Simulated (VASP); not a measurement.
# LiHgS: relaxation of cell and atoms with PBE

The system is LiHgS.

```
Li Hg S
1.0
     3.31029    0.00000    0.00000
     0.00000    3.31029    0.00000
     0.00000    0.00000    6.71610
Li Hg S
1 1 1
Direct
  0.00000 0.00000 0.50000
  0.00000 0.00000 0.00000
  0.50000 0.50000 0.50000
```

* Program: VASP 6.6.1
* Task: relaxation of cell and atoms
* Functional: PBE
* Potentials or basis: VASP PAW PBE potentials, release 64 (Li_sv, Hg, S)
* Cutoff: 600 eV
* k mesh: 14 × 14 × 8
* Occupations: gaussian, width 0.1 eV
* Spin: no spin polarisation
* Dipole correction: no
* Further INCAR settings: ALGO = Normal; EDIFF = 1e-07; IBRION = 2; EDIFFG = -0.01; NSW = 100; ISIF = 3

The relaxed volume is 24.35 Å³/atom. The relaxed cell is a = 3.301 Å, b = 3.301 Å, c = 6.704 Å, α = 90.00°, β = 90.00°, γ = 90.00°. The space group after relaxing (to 0.05 Å) is P4/mmm (No. 123) and the energy gained by relaxing is 0.1 meV/atom. The ionic steps are 4 and the pressure after relaxing is 0.0 GPa.

Stress tensor (GPa, compression positive):
```
 0.01  0.00  0.00
 0.00  0.01  0.00
 0.00  0.00 -0.06
```

The path:
| step | energy change (eV) | largest force (eV/Å) | pressure (GPa) | volume (Å³) |
| --- | --- | --- | --- | --- |
| 1 | 0.0000 | 0.0000 | -0.18 | 73.60 |
| 2 | -0.0003 | 0.0000 | -0.08 | 73.31 |
| 3 | -0.0003 | 0.0000 | -0.01 | 73.09 |
| 4 | -0.0003 | 0.0000 | -0.01 | 73.05 |

Final structure:
```
CELL_PARAMETERS angstrom
3.30084 0.00000 0.00000
0.00000 3.30084 0.00000
0.00000 0.00000 6.70438
ATOMIC_POSITIONS crystal
Li 0.00000 0.00000 0.50000
Hg 0.00000 0.00000 0.00000
S 0.50000 0.50000 0.50000
```

Levels at points of the mesh, in eV from the Fermi level:
| k point | band 8 | band 9 | band 10 | band 11 | band 12 | band 13 |
| --- | --- | --- | --- | --- | --- | --- |
| (0.00, 0.00, 0.00) | -4.10 | -2.20 | 0.09 | 0.09 | 4.28 | 7.67 |
| (0.50, 0.00, 0.00) | -3.11 | -0.98 | -0.64 | 0.91 | 1.42 | 3.18 |
| (0.50, 0.50, 0.00) | -3.01 | -3.01 | 0.08 | 1.27 | 3.92 | 3.92 |
| (0.00, 0.00, 0.50) | -4.59 | -0.86 | 0.10 | 0.10 | 2.30 | 7.92 |
| (0.50, 0.00, 0.50) | -3.08 | -1.37 | -1.04 | 0.91 | 2.17 | 5.23 |
| (0.50, 0.50, 0.50) | -2.96 | -2.96 | 0.10 | 1.28 | 3.60 | 3.60 |

Wall time 6.7 min on 1 thread of Intel(R) Xeon(R) Platinum 8488C (Sapphire Rapids), with other jobs on the host, peak memory 0.41 GiB.

Caveat: the cutoff is under 1.25 times the usual one of these potentials, so pressure, stress and relaxed cells hold a basis-set (Pulay) error; spin-orbit coupling is left out, which moves the levels of the heavy elements.
